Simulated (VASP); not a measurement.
# BaTiO3 (Amm2) in VASP: further runs

Runs on BaTiO3. Level: PBE. Tasks: single point.

All numbers are computed with VASP 6.6.1; they aren't measurements. Logs are shortened: lines on timing, memory, paths and dates and some standing lists are left out, and cuts for length are marked.

### 1 The cell of the first run

It takes space group Amm2 (No. 38, orthorhombic). The conventional cell has a = 3.985 Å, b = 7.971 Å, c = 8.404 Å, α = 90.00°, β = 90.00°, γ = 90.00°. Within 3.8 Å of Ba (site symmetry mm2) lie 12 O at 2.87 to 3.08 Å and 8 Ti at 3.51 to 3.53 Å. Ba (site symmetry mm2) has 12 O at 2.73 to 3.06 Å and 4 Ti at 3.42 Å within 3.6 Å. Within 2.4 Å of Ti (site symmetry m) lie 6 O at 1.81 to 2.40 Å. O (site symmetry m) has 2 Ti at 1.81 to 2.40 Å within 2.4 Å. O (site symmetry mm2) has 2 Ti at 2.10 Å and 2 Ba at 2.73 Å and 4 O at 2.74 Å within 2.8 Å. O (site symmetry mm2) has 2 Ti at 1.91 Å within 2.5 Å. O (site symmetry m) has 2 Ti at 2.01 Å within 2.7 Å.

### 2 Single point, PBE (mode 24 (427.7 1/cm) frozen in, largest displacement +0.113 Å)

Contents of INCAR:

```
PREC = Accurate
ENCUT = 520
EDIFF = 1E-7
ISMEAR = 0
SIGMA = 0.05
LREAL = False
LASPH = True
NELM = 100
ALGO = Normal
ISIF = 2
LWAVE = False
LCHARG = False
GGA = PE
NBANDS = 51
```

Contents of KPOINTS:

```
regular mesh
0
Gamma
  8 6 6
```

Contents of POSCAR:

```
BaTiO3
1.0
   -3.9853536613      0.0000000000      0.0000000000
    0.0000000000      3.9853536613      4.2018072460
    0.0000000000      3.9853536613     -4.2018072460
Ba Ti O
2 2 6
Direct
    0.0000000000      0.9920176309      0.0079823691
    0.0000000000      0.4943011383      0.5056988617
    0.5000000000      0.4954102775      0.0263296087
    0.5000000000      0.9736703913      0.5045897225
    0.5000000000      0.2805323594      0.2426825848
    0.5000000000      0.7573174152      0.7194676406
    0.5000000000      0.2715251585      0.7284748415
    0.5000000000      0.7458502351      0.2541497649
    1.0000000000      0.4945735165      0.9771981229
    1.0000000000      0.0228018771      0.5054264835
```

Potentials or basis: VASP PAW PBE potentials, release 64 (Ba_sv, Ti_sv, O).

Started as:

```console
> cat potpaw_PBE.64/Ba_sv/POTCAR potpaw_PBE.64/Ti_sv/POTCAR potpaw_PBE.64/O/POTCAR > POTCAR
> mpirun -np 1 vasp_std > vasp.out
```

OUTCAR:

```text
PREC = Accurate
   ENCUT = 520
   EDIFF = 1E-7
   ISMEAR = 0
   LREAL = False
   LASPH = True
   NELM = 100
   ISIF = 2
   GGA = PE

 ion  position               nearest neighbor table
   1  0.000  0.992  0.008-   8 2.87   8 2.87  10 2.88   9 2.88   5 2.89   5 2.89   6 2.89   6 2.89
                            10 2.93   9 2.93   7 3.08   7 3.08   4 3.51   3 3.51   3 3.51   4 3.51
   2  0.000  0.494  0.506-   9 2.73  10 2.73   7 2.73   7 2.73   5 2.76   5 2.76   6 2.76   6 2.76
                             8 2.91   8 2.91  10 3.06   9 3.06   4 3.42   3 3.42   3 3.42   4 3.42
   3  0.500  0.495  0.026-   5 1.81   8 1.91   9 2.01   9 2.01   7 2.10   6 2.40   2 3.42   2 3.42
                             1 3.51   1 3.51   1 3.53   1 3.53   2 3.61   2 3.61
   4  0.500  0.974  0.505-   6 1.81   8 1.91  10 2.01  10 2.01   7 2.10   5 2.40   2 3.42   2 3.42
                             1 3.51   1 3.51   1 3.53   1 3.53   2 3.61   2 3.61
   5  0.500  0.281  0.243-   3 1.81   4 2.40   2 2.76   2 2.76   1 2.89   1 2.89
   6  0.500  0.757  0.719-   4 1.81   3 2.40   2 2.76   2 2.76   1 2.89   1 2.89
   7  0.500  0.272  0.728-   3 2.10   4 2.10   2 2.73   2 2.73   1 3.08   1 3.08
   8  0.500  0.746  0.254-   3 1.91   4 1.91   1 2.87   1 2.87   2 2.91   2 2.91
   9  0.000  0.495  0.977-   3 2.01   3 2.01   2 2.73   1 2.88   1 2.93   2 3.06
  10  0.000  0.023  0.505-   4 2.01   4 2.01   2 2.73   1 2.88   1 2.93   2 3.06

  LATTYP: Found a base centered orthorhombic cell.
 ALAT       =     7.9707073226
 B/A-ratio  =     1.0543122651
 C/A-ratio  =     0.5000000000

  Lattice vectors:

 A1 = (   0.0000000000,   3.9853536613,   4.2018072460)
 A2 = (   0.0000000000,   3.9853536613,  -4.2018072460)
 A3 = (  -3.9853536613,   0.0000000000,   0.0000000000)

Analysis of symmetry for initial positions (statically):
=====================================================================
 Subroutine PRICEL returns:
 Original cell was already a primitive cell.

 Routine SETGRP: Setting up the symmetry group for a
 base centered orthorhombic supercell.

 Subroutine GETGRP returns: Found  4 space group operations
 (whereof  4 operations were pure point group operations)
 out of a pool of  8 trial point group operations.

The static configuration has the point symmetry C_2v.

Analysis of symmetry for dynamics (positions and initial velocities):
=====================================================================
 Subroutine PRICEL returns:
 Original cell was already a primitive cell.

 Routine SETGRP: Setting up the symmetry group for a
 base centered orthorhombic supercell.

 Subroutine GETGRP returns: Found  4 space group operations
 (whereof  4 operations were pure point group operations)
 out of a pool of  8 trial point group operations.

The dynamic configuration has the point symmetry C_2v.

 Subroutine INISYM returns: Found  4 space group operations
 (whereof  4 operations are pure point group operations),
 and found     1 'primitive' translations

----------------------------------------------------------------------------------------

                                     Primitive cell

  volume of cell :     133.4750

  direct lattice vectors                    reciprocal lattice vectors
    -3.985353661  0.000000000  0.000000000    -0.250918760  0.000000000  0.000000000
     0.000000000  3.985353661  4.201807246     0.000000000  0.125459380  0.118996415
     0.000000000  3.985353661 -4.201807246     0.000000000  0.125459380 -0.118996415

  length of vectors
     3.985353661  5.791219901  5.791219901     0.250918760  0.172916751  0.172916751

  position of ions in fractional coordinates (direct lattice)
     0.000000000  0.992017631  0.007982369
     0.000000000  0.494301138  0.505698862
     0.500000000  0.495410277  0.026329609
     0.500000000  0.973670391  0.504589723
     0.500000000  0.280532359  0.242682585
     0.500000000  0.757317415  0.719467641
     0.500000000  0.271525158  0.728474842
     0.500000000  0.745850235  0.254149765
     0.000000000  0.494573516  0.977198123
     0.000000000  0.022801877  0.505426484

  ion indices of the primitive-cell ions
   primitive index   ion index
                 1           1
                 2           2
                 3           3
                 4           4
                 5           5
                 6           6
                 7           7
                 8           8
                 9           9
                10          10

----------------------------------------------------------------------------------------

 KPOINTS: regular mesh

Automatic generation of k-mesh.
 Grid dimensions read from file:
 generate k-points for:    8    6    6

 Generating k-lattice:

  Cartesian coordinates                     Fractional coordinates (reciprocal lattice)
    -0.031364845  0.000000000  0.000000000     0.125000000  0.000000000  0.000000000
     0.000000000  0.020909897  0.019832736     0.000000000  0.166666667  0.000000000
     0.000000000  0.020909897 -0.019832736     0.000000000  0.000000000  0.166666667

  Length of vectors
     0.031364845  0.028819459  0.028819459

  Shift w.r.t. Gamma in fractional coordinates (k-lattice)
     0.000000000  0.000000000  0.000000000

 Subroutine IBZKPT returns following result:
 ===========================================

 Found     65 irreducible k-points:

 Following reciprocal coordinates:
            Coordinates               Weight
  0.000000  0.000000  0.000000      1.000000
  0.125000  0.000000  0.000000      2.000000
  0.250000  0.000000  0.000000      2.000000
  0.375000  0.000000  0.000000      2.000000
  0.500000  0.000000  0.000000      1.000000
  0.000000  0.166667  0.000000      4.000000
[... 16 lines left out ...]
  0.250000  0.166667  0.166667      4.000000
  0.375000  0.166667  0.166667      4.000000
 [... further k-points ...]
   k-points           NKPTS =     65   k-points in BZ     NKDIM =     65   number of bands    NBANDS=     51
   number of dos      NEDOS =    301   number of ions     NIONS =     10
   total plane-waves  NPLWV =  69120
   dimension x,y,z NGX =    30 NGY =   48 NGZ =   48
   dimension x,y,z NGXF=    60 NGYF=   96 NGZF=   96
   ions per type =               2   2   6
   NGX,Y,Z   is equivalent  to a cutoff of  12.51, 13.78, 13.78 a.u.
   NGXF,Y,Z  is equivalent  to a cutoff of  25.03, 27.56, 27.56 a.u.
 SYSTEM =  unknown system
   PREC   = accura    normal or accurate (medium, high low for compatibility)
   ISTART =      0    job   : 0-new  1-cont  2-samecut
   ICHARG =      2    charge: 1-file 2-atom 10-const
   ISPIN  =      1    spin polarized calculation?
   LNONCOLLINEAR =      F non collinear calculations
   LSORBIT =      F    spin-orbit coupling
   LASPH  =      T    aspherical Exc in radial PAW
   ENCUT  =  520.0 eV  38.22 Ry    6.18 a.u.   7.41 10.77 10.77*2*pi/ulx,y,z
   NELM   =    100;   NELMIN=  2; NELMDL= -5     # of ELM steps
   EDIFF  = 0.1E-06   stopping-criterion for ELM
   LREAL  =      F    real-space projection
   EDIFFG = 0.1E-05   stopping-criterion for IOM
   NSW    =      0    number of steps for IOM
   IBRION =     -1    ionic relax: 0-MD 1-quasi-New 2-CG
   NFREE  =      0    steps in history (QN), initial steepest desc. (CG)
   ISIF   =      2    stress and relaxation
   ISYM   =      2    0-nonsym 1-usesym 2-fastsym
   POTIM  = 0.5000    time-step for ionic-motion
   TEBEG  =    0.0;   TEEND  =   0.0 temperature during run
   PSTRESS=    0.0 pullay stress
   NELECT =      80.0000    total number of electrons
   NUPDOWN=      -1.0000    fix difference up-down
   EMIN   =  10.00;   EMAX   =-10.00  energy-range for DOS
   EFERMI =   0.00;   METHOD = LEGACY
   ISMEAR =     0;   SIGMA  =   0.05  broadening in eV -4-tet -1-fermi 0-gaus
   EFERMI_NEDOS =   21; number of points for ismear=-14 and -15
   IALGO  =     38    algorithm
   IMIX   =      4    mixing-type and parameters
     AMIX     =   0.40;   BMIX     =  1.00
     AMIX_MAG =   1.60;   BMIX_MAG =  1.00
  volume/ion in A,a.u.               =      13.35        90.07
  Fermi-wavevector in a.u.,A,eV,Ry     =   1.380294  2.608377 25.921970  1.905211
  Thomas-Fermi vector in A             =   2.505184
   LORBIT       =      0    0 simple, 1 ext, 2 COOP (PROOUT), +10 PAW based schemes
   GGA     = PE    functional components
   LHFCALC =     F    Hartree Fock is set to
   AEXX    =    0.0000 exact exchange contribution
   IVDW    =     0    specifies the selected vdW correction
   LEPSILON=     F    determine dielectric tensor
   LRPA    =     F    only Hartree local field effects (RPA)
 non-spin polarized calculation
 Gauss-broadening in eV      SIGMA  =   0.05
  energy-cutoff  :      520.00
  volume of cell :      133.47
 maximum number of plane-waves:      3619
 NGX is ok and might be reduce to    30
   NGX = 15   NGY = 21   NGZ = 21

 number of electron      79.9999971 magnetization

 Free energy of the ion-electron system (eV)
  ---------------------------------------------------
  ext. energy  EPLUGINS =         0.00000000
  ---------------------------------------------------
  free energy    TOTEN  =       -79.46678898 eV

  energy without entropy =      -79.46678898  energy(sigma->0) =      -79.46678898

 E-fermi :   4.3334     XC(G=0): -11.0228

 val. band max:        4.0435888391   @ k =   0.5000   0.5000   0.5000
 cond. band min:       5.6507886634   @ k =   0.0000   0.0000   0.0000
 fundamental gap:      1.6071998243
 Fermi energy:         4.3333961896

 k-point     1 :       0.0000    0.0000    0.0000
  band No.  band energies     occupation
      1     -52.9036      2.00000
      2     -52.9017      2.00000
      3     -29.2664      2.00000
      4     -29.2477      2.00000
      5     -29.1775      2.00000
      6     -29.1196      2.00000
[... 43 lines left out ...]
     50       8.5398      0.00000
     51       8.7519      0.00000

 k-point     2 :       0.1250    0.0000    0.0000
  band No.  band energies     occupation
      1     -52.9034      2.00000
      2     -52.9015      2.00000
      3     -29.2660      2.00000
      4     -29.2474      2.00000
      5     -29.1771      2.00000
      6     -29.1194      2.00000
[... 1180 lines left out ...]
 k-point    24 :       0.3750    0.1667    0.1667
  band No.  band energies     occupation
      1     -52.9024      2.00000
      2     -52.9010      2.00000
      3     -29.2659      2.00000
      4     -29.2435      2.00000
      5     -29.1678      2.00000
      6     -29.1377      2.00000
[... 43 lines left out ...]
     50      10.1561      0.00000
     51      10.4727      0.00000

 [... further k-points ...]
[... 5 lines left out ...]
  --------------------------------------------------------------------------------------
  -------------------------------------------------------------------------------------
  Total        1.5306303      3.1902858      1.5564861      0.0000000      0.0000000      0.0000000
  in kB       18.3730402     38.2948455     18.6834024      0.0000000      0.0000000      0.0000000
  external PRESSURE =      25.1170961 kB  Pullay stress =       0.0000000 kB

 VOLUME and BASIS-vectors are now :
 -----------------------------------------------------------------------------
  energy-cutoff  :      520.00
  volume of cell :      133.47
      direct lattice vectors                 reciprocal lattice vectors
    -3.985353661  0.000000000  0.000000000    -0.250918760  0.000000000  0.000000000
     0.000000000  3.985353661  4.201807246     0.000000000  0.125459380  0.118996415
     0.000000000  3.985353661 -4.201807246     0.000000000  0.125459380 -0.118996415

 POSITION                                       TOTAL-FORCE (eV/Angst)
 -----------------------------------------------------------------------------------
      0.00000      3.98535      4.13473         0.000000     -0.000000      0.921098
      0.00000      3.98535     -0.04789         0.000000     -0.000000     -0.782414
     -1.99268      2.07932      1.97099         0.000000     -2.863842     -0.014215
     -1.99268      5.89139      1.97099         0.000000      2.863842     -0.014215
     -1.99268      2.08520      0.15904         0.000000     -1.023951     -0.020481
     -1.99268      5.88551      0.15904         0.000000      1.023951     -0.020481
     -1.99268      3.98535     -1.92001         0.000000     -0.000000     -1.117351
     -1.99268      3.98535      2.06603         0.000000     -0.000000      1.222056
      0.00000      5.86553     -2.02790         0.000000      1.220957     -0.086998
      0.00000      2.10518     -2.02790         0.000000     -1.220957     -0.086998
 -----------------------------------------------------------------------------------
    total drift:                               -0.000000     -0.000000     -0.000075

  FREE ENERGIE OF THE ION-ELECTRON SYSTEM (eV)
  ---------------------------------------------------
  free  energy   TOTEN  =       -79.4667889787 eV

  energy  without entropy=      -79.4667889787  energy(sigma->0) =      -79.46678898
```

Wall time 11 min (1 thread of Intel Xeon 6975P-C, shared host); peak memory 0.5 GiB.

Results:

```
Free energy            : -79.4668 eV
Pressure               : 2.5 GPa
Largest force          : 2.864 eV/Å
Band gap on the k mesh : 1.61 eV
```

Forces in eV/Å, atoms in the order of the input:
```
Ba   0.000  0.000  0.921
Ba   0.000  0.000 -0.782
Ti   0.000 -2.864 -0.014
Ti   0.000  2.864 -0.014
O    0.000 -1.024 -0.020
O    0.000  1.024 -0.020
O    0.000  0.000 -1.117
O    0.000  0.000  1.222
O    0.000  1.221 -0.087
O    0.000 -1.221 -0.087
```

Caveat: the cell differs from its parent crystal (mode 24 (427.7 1/cm) frozen in, largest displacement +0.113 Å); spin-orbit coupling is left out, which moves the levels of the heavy elements; forces of over 1 eV/Å act on the atoms, so gaps and moduli don't describe the material at rest. A k mesh can miss the band edges.

### 3 Single point, PBE (mode 24 (427.7 1/cm) frozen in, largest displacement +0.037 Å)

Contents of INCAR:

```
PREC = Accurate ; ENCUT = 520
EDIFF = 1E-6 ; ISMEAR = 0
SIGMA = 0.05 ; LREAL = False
LASPH = True ; NELM = 80
ALGO = Normal ; ISIF = 2
LWAVE = False ; LCHARG = False
GGA = PE ; NBANDS = 51
```

Contents of KPOINTS:

```
Automatic mesh
0
Gamma
  8 6 6
```

Contents of POSCAR:

```
BaTiO3
1.0
   -3.9853536613      0.0000000000      0.0000000000
    0.0000000000      3.9853536613      4.2018072460
    0.0000000000      3.9853536613     -4.2018072460
Ba Ti O
2 2 6
Direct
    0.0000000000      0.9927788000      0.0072212000
    0.0000000000      0.4935399692      0.5064600308
    0.5000000000      0.4881636488      0.0190829800
    0.5000000000      0.9809170200      0.5118363512
    0.5000000000      0.2727940447      0.2349442701
    0.5000000000      0.7650557299      0.7272059553
    0.5000000000      0.2629668507      0.7370331493
    0.5000000000      0.7544085429      0.2455914571
    1.0000000000      0.5039829700      0.9866075764
    1.0000000000      0.0133924236      0.4960170300
```

Potentials or basis: VASP PAW PBE potentials, release 64 (Ba_sv, Ti_sv, O).

Started as:

```console
> cat potpaw_PBE.64/Ba_sv/POTCAR potpaw_PBE.64/Ti_sv/POTCAR potpaw_PBE.64/O/POTCAR > POTCAR
> mpirun -np 1 vasp_std > vasp.out
```

Wall time 10 min (1 thread of Intel Xeon 6975P-C, shared host); peak memory 0.5 GiB.

It converged, with:

```
Free energy            : -80.0127 eV
Pressure               : 1.7 GPa
Largest force          : 0.945 eV/Å
Band gap on the k mesh : 1.77 eV
```

Forces on the atoms (eV/Å):
```
Ba   0.000  0.000  0.337
Ba   0.000  0.000 -0.236
Ti   0.000 -0.942  0.072
Ti   0.000  0.942  0.072
O    0.000 -0.340 -0.074
O    0.000  0.340 -0.074
O    0.000  0.000 -0.412
O    0.000  0.000  0.380
O    0.000  0.409 -0.032
O    0.000 -0.409 -0.032
```

Stress tensor (GPa, compression positive):
```
1.58 0.00 0.00
0.00 1.81 0.00
0.00 0.00 1.64
```

Levels at points of the mesh, in eV from the valence-band top:
| k point | band 38 | band 39 | band 40 | band 41 | band 42 | band 43 |
| --- | --- | --- | --- | --- | --- | --- |
| (0.00, 0.00, 0.00) | -0.59 | -0.55 | -0.51 | 1.77 | 2.39 | 2.40 |
| (0.50, 0.00, 0.00) | -0.50 | -0.47 | 0.00 | 2.47 | 3.36 | 3.48 |
| (0.00, 0.50, 0.00) | -1.00 | -0.99 | -0.75 | 2.54 | 2.81 | 2.91 |
| (0.50, 0.50, 0.00) | -0.96 | -0.77 | -0.40 | 3.09 | 3.24 | 3.52 |
| (0.00, 0.50, 0.50) | -1.38 | -0.75 | -0.69 | 1.88 | 2.49 | 3.34 |
| (0.50, 0.50, 0.50) | -1.11 | -0.56 | -0.04 | 3.41 | 3.41 | 3.53 |

Caveat: the cell differs from its parent crystal (mode 24 (427.7 1/cm) frozen in, largest displacement +0.037 Å); spin-orbit coupling is left out, which moves the levels of the heavy elements. A k mesh can miss the band edges.
